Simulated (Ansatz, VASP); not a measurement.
One calculation of C, two programs

File POSCAR:

```
C
1.0
    2.5098396852      0.0000000000      0.0000000000
   -1.2549198426      2.1735849268      0.0000000000
    0.0000000000      0.0000000000      8.0733165092
C
8
Direct
    0.0000000000      0.0000000000      0.0929334757
    0.0000000000      0.0000000000      0.5929334757
    0.0000000000      0.0000000000      0.4070665243
    0.0000000000      0.0000000000      0.9070665243
    0.3333333333      0.6666666667      0.1554962089
    0.6666666667      0.3333333333      0.6554962089
    0.3333333333      0.6666666667      0.3445037911
    0.6666666667      0.3333333333      0.8445037911
```

The input INCAR.step1:

```
PREC = Accurate
ENCUT = 520
ISMEAR = 0
SIGMA = 0.05
LREAL = False
LASPH = True
NELM = 80
NBANDS = 26
GGA = PE
ALGO = Normal
EDIFF = 1E-4
LWAVE = True
LCHARG = False
```

File INCAR.step2:

```
PREC = Accurate
ENCUT = 520
EDIFF = 1E-7
ISMEAR = 0
SIGMA = 0.05
LREAL = False
LASPH = True
NELM = 80
ALGO = Normal
ISIF = 2
LWAVE = False
LCHARG = False
METAGGA = R2SCAN
LMIXTAU = True
NBANDS = 26
ISTART = 1
```

The input KPOINTS:

```
Automatic mesh
0
Gamma
  12 12 4
```

Input for Ansatz:

```yaml
crystal:
  lattice:
    - [2.5098396852, 0.0, 0.0]
    - [-1.2549198426, 2.1735849268, 0.0]
    - [0.0, 0.0, 8.0733165092]
  atoms:
    - { symbol: C, position: [0.0, 0.0, 0.0929334757] }
    - { symbol: C, position: [0.0, 0.0, 0.5929334757] }
    - { symbol: C, position: [0.0, 0.0, 0.4070665243] }
    - { symbol: C, position: [0.0, 0.0, 0.9070665243] }
    - { symbol: C, position: [0.3333333333, 0.6666666667, 0.1554962089] }
    - { symbol: C, position: [0.6666666667, 0.3333333333, 0.6554962089] }
    - { symbol: C, position: [0.3333333333, 0.6666666667, 0.3445037911] }
    - { symbol: C, position: [0.6666666667, 0.3333333333, 0.8445037911] }
basis:
  ecutwfc: 500
kpoints:
  mp_grid: { grid: [12, 12, 4] }
hamiltonian:
  xc: r2scan
scf:
  occupations: { method: gaussian, width: 0.05 }
output:
  forces: true
  stress: true
  eigenvalues: true
```

Change from the starting cell: strain +0.000 along x and y, -0.025 along z, atoms carried along.

Alike in both runs: task single point; functional r2SCAN; k mesh 12 × 12 × 4; occupations gaussian, width 0.05 eV; no spin polarisation.

|  | VASP | Ansatz |
| --- | --- | --- |
| version | VASP 6.6.1 | Ansatz 0.2.0 |
| potentials or method | VASP PAW PBE potentials, release 64 (C), cutoff 520 eV | scalar-relativistic, plane waves, PAW |
| valence electrons in the cell | 32 | 32 |

Ansatz gave:

| Property | Result |
| --- | --- |
| gap on the k mesh at the Fermi level (eV) | 4.55 |
| least direct gap on the mesh (eV) | 5.34 |
| pressure (GPa) | 12.4 |
| traceless stress, the component that is largest in VASP (GPa) | 23.11 |
| rms of the force components (eV/Å) | 0.052 |

Problem. What did VASP give for the same quantities?

Solution. gap on the k mesh at the Fermi level (eV): 4.53; least direct gap on the mesh (eV): 5.29; pressure (GPa): 13.7; traceless stress, the component that is largest in VASP (GPa): 23.24; rms of the force components (eV/Å): 0.056.

VASP's potentials were made for PBE, not for r2SCAN. Atom by atom the forces differ by 0.004 eV/Å (rms over components).
